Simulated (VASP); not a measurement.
# MgO (Fm-3m) in VASP: a series of runs, part 2 of 2

VASP 6.6.1.

## (4) Single point, PBEsol

This run uses another cell than the first one: it holds 8 atoms, not 2.

The input, INCAR:

```
SYSTEM = MgO
  PREC = Accurate
  ENCUT = 520
  EDIFF = 1E-7
  ISMEAR = 0
  SIGMA = 0.05
  LREAL = .FALSE.
  LASPH = .TRUE.
  NELM = 80
  ALGO = Normal
  ISIF = 2
  LWAVE = .FALSE.
  LCHARG = .TRUE.
  GGA = PS
  LELF = .TRUE.
  LVHAR = .TRUE.
  NBANDS = 26
```

The input, KPOINTS:

```
Automatic mesh
0
G
  6 6 6
  0 0 0
```

The input, POSCAR:

```
MgO
1.0
    4.2149416169      0.0000000000      0.0000000000
    0.0000000000     -4.2149416169      0.0000000000
    0.0000000000      0.0000000000     -4.2149416169
Mg O
4 4
Direct
    0.0000000000      0.0000000000      0.0000000000
    0.5000000000      0.5000000000      0.0000000000
    0.5000000000      0.0000000000      0.5000000000
    0.0000000000      0.5000000000      0.5000000000
    0.5000000000      0.0000000000      0.0000000000
    0.0000000000      0.5000000000      0.0000000000
    0.0000000000      0.0000000000      0.5000000000
    0.5000000000      0.5000000000      0.5000000000
```

Potentials or basis: VASP PAW PBE potentials, release 64 (Mg, O).

Command:

```console
$ cat potpaw_PBE.64/Mg/POTCAR potpaw_PBE.64/O/POTCAR > POTCAR
$ mpirun -np 1 vasp_std > vasp.out
```

OUTCAR:

```text
SYSTEM = MgO
   PREC = Accurate
   ENCUT = 520
   EDIFF = 1E-7
   ISMEAR = 0
   LREAL = .FALSE.
   LASPH = .TRUE.
   NELM = 80
   ISIF = 2
   GGA = PS

 ion  position               nearest neighbor table
   1  0.000  0.000  0.000-   5 2.11   6 2.11   7 2.11   7 2.11   6 2.11   5 2.11   3 2.98   4 2.98
                             2 2.98   2 2.98   4 2.98   3 2.98   4 2.98   2 2.98   3 2.98   4 2.98
   2  0.500  0.500  0.000-   5 2.11   6 2.11   8 2.11   8 2.11   5 2.11   6 2.11   3 2.98   4 2.98
                             1 2.98   1 2.98   3 2.98   3 2.98   3 2.98   1 2.98   4 2.98   4 2.98
   3  0.500  0.000  0.500-   5 2.11   7 2.11   8 2.11   5 2.11   8 2.11   7 2.11   1 2.98   2 2.98
                             1 2.98   2 2.98   4 2.98   2 2.98   2 2.98   1 2.98   4 2.98   4 2.98
   4  0.000  0.500  0.500-   6 2.11   7 2.11   8 2.11   6 2.11   7 2.11   8 2.11   1 2.98   2 2.98
                             1 2.98   1 2.98   3 2.98   2 2.98   1 2.98   2 2.98   3 2.98   3 2.98
   5  0.500  0.000  0.000-   1 2.11   2 2.11   3 2.11   3 2.11   2 2.11   1 2.11
   6  0.000  0.500  0.000-   1 2.11   2 2.11   4 2.11   4 2.11   1 2.11   2 2.11
   7  0.000  0.000  0.500-   1 2.11   3 2.11   4 2.11   1 2.11   4 2.11   3 2.11
   8  0.500  0.500  0.500-   2 2.11   3 2.11   4 2.11   2 2.11   3 2.11   4 2.11

  LATTYP: Found a simple cubic cell.
 ALAT       =     4.2149416169

  Lattice vectors:

 A1 = (   4.2149416169,   0.0000000000,   0.0000000000)
 A2 = (   0.0000000000,  -4.2149416169,   0.0000000000)
 A3 = (   0.0000000000,   0.0000000000,  -4.2149416169)

Analysis of symmetry for initial positions (statically):
=====================================================================
 Subroutine PRICEL returns following result:

  LATTYP: Found a face centered cubic cell.
 ALAT       =     4.2149416169

  Lattice vectors:

 A1 = (   2.1074708085,   2.1074708085,   0.0000000000)
 A2 = (   2.1074708085,   0.0000000000,  -2.1074708084)
 A3 = (   0.0000000000,   2.1074708085,  -2.1074708085)

   4 primitive cells build up your supercell.

 Routine SETGRP: Setting up the symmetry group for a
 simple cubic supercell.

 Subroutine GETGRP returns: Found 48 space group operations
 (whereof 48 operations were pure point group operations)
 out of a pool of 48 trial point group operations.
[... 149 lines left out ...]
   LEPSILON=     F    determine dielectric tensor
   LRPA    =     F    only Hartree local field effects (RPA)
 non-spin polarized calculation
 Gauss-broadening in eV      SIGMA  =   0.05
  energy-cutoff  :      520.00
  volume of cell :       74.88
 maximum number of plane-waves:      2040
 NGX is ok and might be reduce to    32

 number of electron      31.9999987 magnetization

 Free energy of the ion-electron system (eV)
  ---------------------------------------------------
  ext. energy  EPLUGINS =         0.00000000
  ---------------------------------------------------
  free energy    TOTEN  =       -50.04973027 eV

  energy without entropy =      -50.04973027  energy(sigma->0) =      -50.04973027

 E-fermi :   3.2812     XC(G=0): -11.3004

 val. band max:        3.0518291786   @ k =   0.0000   0.0000   0.0000
 cond. band min:       7.6664246678   @ k =   0.0000   0.0000   0.0000
 fundamental gap:      4.6145954892
 Fermi energy:         3.2812324799

 k-point     1 :       0.0000    0.0000    0.0000
  band No.  band energies     occupation
      1     -14.1434      2.00000
      2     -12.5697      2.00000
      3     -12.5697      2.00000
      4     -12.5697      2.00000
      5      -1.0855      2.00000
      6      -1.0855      2.00000
[... 569 lines left out ...]
     25      19.2078      0.00000
     26      19.2078      0.00000

------------------------ aborting loop because EDIFF is reached ----------------------------------------

  FORCE on cell =-STRESS in cart. coord.  units (eV):
  Direction    XX          YY          ZZ          XY          YZ          ZX
  --------------------------------------------------------------------------------------
  -------------------------------------------------------------------------------------
  Total       -0.2773652     -0.2773652     -0.2773652     -0.0000000     -0.0000000     -0.0000000
  in kB       -5.9345519     -5.9345519     -5.9345519     -0.0000000     -0.0000000     -0.0000000
  external PRESSURE =      -5.9345519 kB  Pullay stress =       0.0000000 kB

 VOLUME and BASIS-vectors are now :
 -----------------------------------------------------------------------------
  energy-cutoff  :      520.00
  volume of cell :       74.88
      direct lattice vectors                 reciprocal lattice vectors
     4.214941617  0.000000000  0.000000000     0.237251210  0.000000000  0.000000000
     0.000000000 -4.214941617  0.000000000     0.000000000 -0.237251210  0.000000000
     0.000000000  0.000000000 -4.214941617     0.000000000  0.000000000 -0.237251210

 POSITION                                       TOTAL-FORCE (eV/Angst)
 -----------------------------------------------------------------------------------
      0.00000      0.00000      0.00000        -0.000000      0.000000      0.000000
      2.10747     -2.10747      0.00000        -0.000000     -0.000000     -0.000000
      2.10747      0.00000     -2.10747         0.000000     -0.000000      0.000000
      0.00000     -2.10747     -2.10747         0.000000      0.000000     -0.000000
      2.10747      0.00000      0.00000        -0.000000     -0.000000      0.000000
      0.00000     -2.10747      0.00000         0.000000      0.000000      0.000000
      0.00000      0.00000     -2.10747        -0.000000      0.000000     -0.000000
      2.10747     -2.10747     -2.10747         0.000000     -0.000000     -0.000000
 -----------------------------------------------------------------------------------
    total drift:                                0.000000     -0.000000      0.000000

  FREE ENERGIE OF THE ION-ELECTRON SYSTEM (eV)
  ---------------------------------------------------
  free  energy   TOTEN  =       -50.0497302690 eV

  energy  without entropy=      -50.0497302690  energy(sigma->0) =      -50.04973027
```

Wall time 14 s (1 thread of AMD EPYC 9R45 (Zen 5), shared host); peak memory 0.15 GiB.

What came out:

```
Free energy            : -50.0497 eV
Pressure               : -0.6 GPa
Band gap on the k mesh : 4.61 eV
```

Caveat: the PAW data sets were made with another functional, which shifts forces and pressure a little. A hybrid or GW would open this gap; PBEsol tends to underestimate it.

## (5) Overview

```tsv
task	cell	k mesh	cutoff (eV)	smearing	gap on the mesh (eV)	pressure (GPa)
single point	a = 2.980 Å, angles 60.0°, 2 atoms	10 × 10 × 10	520	gaussian 0.02 eV	4.61	-0.6
relaxation of cell and atoms	relaxed from a = 3.020 Å, angles 60.0°, 2 atoms	10 × 10 × 10	600	gaussian 0.02 eV	4.67	0.0
single point	a = 4.215 Å, 8 atoms	6 × 6 × 6	520	gaussian 0.05 eV	4.61	-0.6
```

Alike in all rows: level PBEsol; potentials or basis VASP PAW PBE potentials, release 64 (Mg, O); no spin polarisation.

Caveats: the PAW data sets were made with another functional, which shifts forces and pressure a little.

Absolute energies hang on the potentials; compare differences alone.

## (6) How close it comes

Step 2. Against the measured gap of MgO, 7.83 eV (quoted in “Electronic structure of alkaline earth and post-transition metal oxides”, 2009, arxiv:0908.1581), the calculated 4.61 eV is off by -3.22 eV. The value is that of PBEsol, without temperature or zero-point motion. Semilocal functionals fall short of measured gaps as a rule.
